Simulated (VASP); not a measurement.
Here is a VASP 6.6.1 calculation.

File POSCAR:

```
SnTe
1.0
    0.0000000000      3.1508500000      3.1508500000
    3.1508500000      0.0000000000      3.1508500000
    3.1508500000      3.1508500000      0.0000000000
Te Sn
1 1
Direct
    0.5000000000      0.5000000000      0.5000000000
    0.0000000000      0.0000000000      0.0000000000
```

Contents of INCAR.step1:

```
PREC = Accurate
ENCUT = 520
EDIFF = 1E-5
ISMEAR = -1
SIGMA = 0.05
LREAL = F
LASPH = T
NELM = 150
ALGO = Normal
ISIF = 2
LWAVE = T
LCHARG = F
LNONCOLLINEAR = T
MAGMOM = 0 0 0 0 0 0
LORBIT = 11
LSORBIT = T
GGA_COMPAT = F
LORBMOM = T
GGA = PE
NBANDS = 32
KPAR = 4
```

File INCAR.step2:

```
PREC = Accurate
ENCUT = 520
EDIFF = 1E-6
ISMEAR = -1
SIGMA = 0.05
LREAL = F
LASPH = T
NELM = 150
ALGO = Normal
ISIF = 2
LWAVE = F
LCHARG = F
LNONCOLLINEAR = T
MAGMOM = 0 0 0 0 0 0
LORBIT = 11
LSORBIT = T
GGA_COMPAT = F
LORBMOM = T
GGA = PE
LHFCALC = T
HFSCREEN = 0.2079
PRECFOCK = Normal
ISTART = 1
NBANDS = 32
KPAR = 4
```

File KPOINTS:

```
regular mesh
0
Gamma
  4 4 4
```

Potentials or basis: VASP PAW PBE potentials, release 64 (Te, Sn_d).

Command:

```console
$ cat potpaw_PBE.64/Te/POTCAR potpaw_PBE.64/Sn_d/POTCAR > POTCAR
$ cp INCAR.step1 INCAR
$ mpirun -np 4 vasp_ncl > vasp.out
$ cp INCAR.step2 INCAR
$ mpirun -np 4 vasp_ncl > vasp.out
```

Estimate the net moment.

0.00 μB per cell.

What does it give for the pressure?

0.1 GPa.

Moments on the atoms (μB; x, y, z):
```
Te  0.00 0.00 0.00
Sn  0.00 0.00 0.00
```

Caveat: the k points lie up to 0.43 Å⁻¹ apart; the PAW data sets were made with another functional, which shifts forces and pressure a little.
